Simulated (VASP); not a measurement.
A run of VASP 6.6.1 is set up as follows.

The input POSCAR:

```
MgS
1.0
    4.0286648135      0.0000000000      0.0000000000
   -2.0143324067      3.3591380220      0.0000000000
    0.0000000000      0.0000000000      6.4542161908
Mg S
2 2
Direct
    0.6669799942      0.3339599883      0.4991469684
    0.3330200058      0.6660400117      0.9991469684
    0.3277938626      0.6555877251      0.3758520316
    0.6722061374      0.3444122749      0.8758520316
```

Contents of INCAR.step1:

```
PREC     = Accurate       # precision mode
ENCUT    = 520            # plane-wave cutoff, eV
ISMEAR   = 0              # smearing method
SIGMA    = 0.01           # smearing width, eV
LREAL    = F              # projectors in reciprocal space
LASPH    = T              # aspherical terms in the spheres
NELM     = 80             # most SCF steps
NBANDS   = 16             # bands
GGA      = PE             # functional
ALGO     = Normal         # electronic algorithm
EDIFF    = 1E-4           # SCF threshold, eV
LWAVE    = T              # write WAVECAR
LCHARG   = F              # write CHGCAR
```

The input INCAR.step2:

```
PREC     = Accurate       # precision mode
ENCUT    = 520            # plane-wave cutoff, eV
EDIFF    = 1E-7           # SCF threshold, eV
ISMEAR   = 0              # smearing method
SIGMA    = 0.01           # smearing width, eV
LREAL    = F              # projectors in reciprocal space
LASPH    = T              # aspherical terms in the spheres
NELM     = 80             # most SCF steps
ALGO     = Normal         # electronic algorithm
ISIF     = 2              # what is computed and relaxed
LWAVE    = F              # write WAVECAR
LCHARG   = F              # write CHGCAR
METAGGA  = R2SCAN         # meta-GGA
LMIXTAU  = T            
NBANDS   = 16             # bands
ISTART   = 1
```

KPOINTS

```
regular mesh
0
Gamma
  12 12 4
```

Potentials or basis: VASP PAW PBE potentials, release 64 (Mg, S).

Run with:

```console
$ cat potpaw_PBE.64/Mg/POTCAR potpaw_PBE.64/S/POTCAR > POTCAR
$ cp INCAR.step1 INCAR
$ mpirun -np 1 vasp_std > vasp.out
$ cp INCAR.step2 INCAR
$ mpirun -np 1 vasp_std > vasp.out
```

Problem. Estimate the largest force.

Solution. 0.004 eV/Å.

Problem. Estimate the pressure.

Solution. 2.2 GPa.

Problem. Predict the band gap on the k mesh.

Solution. 4.32 eV.

Stress tensor (GPa, compression positive):
```
1.82 0.00 0.00
0.00 3.20 0.00
0.00 0.00 1.44
```

Caveat: the cell differs from its parent crystal (uniaxial y strain -3.7%); the PAW data sets were made with another functional, which shifts forces and pressure a little. A k mesh can miss the band edges.
